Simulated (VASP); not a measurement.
A run of VASP 6.6.1:

INCAR

```
SYSTEM = KNbO3
PREC = Accurate ; ENCUT = 600
EDIFF = 1E-6 ; ISMEAR = 0
SIGMA = 0.1 ; LREAL = .False.
LASPH = .True. ; NELM = 120
ALGO = Normal ; ISIF = 2
LWAVE = .False. ; LCHARG = .False.
GGA = PE ; ISYM = 0
NBANDS = 28 ; GGA_COMPAT = .False.
```

File KPOINTS:

```
Automatic mesh
0
Gamma
  5 2 2
  0 0 0
```

File POSCAR:

```
KNbO3
1.0
    4.0129726800      0.0000000000      0.0000000000
    0.0000000000      4.0129726800      0.0000000000
    0.0000000000      0.0000000000      4.1102918300
K Nb O
1 1 3
Direct
    0.5000000000      0.5000000000      0.4999545100
    0.0000000000      0.0000000000      0.0149157700
    0.5000000000      0.0000000000      0.9741423400
    0.0000000000      0.5000000000      0.9741423400
    0.0000000000      0.0000000000      0.4716460400
```

Potentials or basis: VASP PAW PBE potentials, release 64 (K_sv, Nb_sv, O).

Run with:

```sh
$ cat potpaw_PBE.64/K_sv/POTCAR potpaw_PBE.64/Nb_sv/POTCAR potpaw_PBE.64/O/POTCAR > POTCAR
$ mpirun -np 1 vasp_std > vasp.out
```

Hardware: 1 thread of Intel(R) Xeon(R) Platinum 8259CL CPU @ 2.50GHz (Skylake/Cascade Lake), on a shared host.

Task: How long does it take, and how much memory?

Result: Run time: 24 s on 1 thread of Intel(R) Xeon(R) Platinum 8259CL CPU @ 2.50GHz (Skylake/Cascade Lake), with other jobs on the host, peak memory 0.19 GiB. Counts: scf iterations 15, k points 12.
